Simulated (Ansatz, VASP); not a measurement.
**MgB2: VASP beside Ansatz**

Contents of INCAR:

```
SYSTEM = MgB2
PREC = Accurate ; ENCUT = 600
EDIFF = 1E-6 ; ISMEAR = -1
SIGMA = 0.1 ; LREAL = .FALSE.
LASPH = .TRUE. ; NELM = 120
ALGO = Normal ; ISIF = 2
LWAVE = .FALSE. ; LCHARG = .FALSE.
GGA = PE ; NBANDS = 11
GGA_COMPAT = .FALSE.
```

KPOINTS

```
Automatic mesh
0
G
  5 5 4
  0 0 0
```

File POSCAR:

```
MgB2
1.0
    3.0850000000      0.0000000000      0.0000000000
   -1.5425000000      2.6716880000      0.0000000000
    0.0000000000      0.0000000000      3.5230000000
Mg B
1 2
Direct
   -0.0054556102     -0.0007343061      0.0005351852
    0.3429949472      0.6725177228      0.5032109638
    0.6692713437      0.3291332770      0.4955857367
```

Input for Ansatz:

```yaml
crystal:
  lattice:
    - [3.085, 0.0, 0.0]
    - [-1.5425, 2.671688, 0.0]
    - [0.0, 0.0, 3.523]
  atoms:
    - { symbol: Mg, position: [-0.005455610199765832, -0.0007343060610124772, 0.0005351852186709635] }
    - { symbol: B, position: [0.3429949471740777, 0.6725177227997259, 0.5032109638085092] }
    - { symbol: B, position: [0.6692713437064702, 0.3291332769597385, 0.49558573674660455] }
kpoints:
  mp_grid:
    grid: [5, 5, 4]
hamiltonian:
  xc: pbe
scf:
  occupations:
    method: fermi_dirac
output:
  forces: true
```

Alike in both runs: task single point; functional PBE; k mesh 5 × 5 × 4; no spin polarisation.

|  | VASP | Ansatz |
| --- | --- | --- |
| version | VASP 6.6.1 | Ansatz 0.2.0 |
| potentials or method | VASP PAW PBE potentials, release 64 (Mg, B) | plane waves, PAW |
| plane-wave cutoff (eV) | 600 | 420 |
| occupations | fermi-dirac, width 0.1 eV | fermi-dirac |
| valence electrons in the cell | 8 | 16 |

Ansatz gave:

```
rms of the force components (eV/Å) : 0.201
```

Which values does VASP return?

rms of the force components (eV/Å): 0.202.

Atom by atom the forces differ by 0.002 eV/Å (rms over components). VASP's potentials hold 8 valence electrons a cell and Ansatz's 16, so a difference there can come from the potentials and not from the codes.

The k mesh is coarse, so the values compare programs but aren't converged.
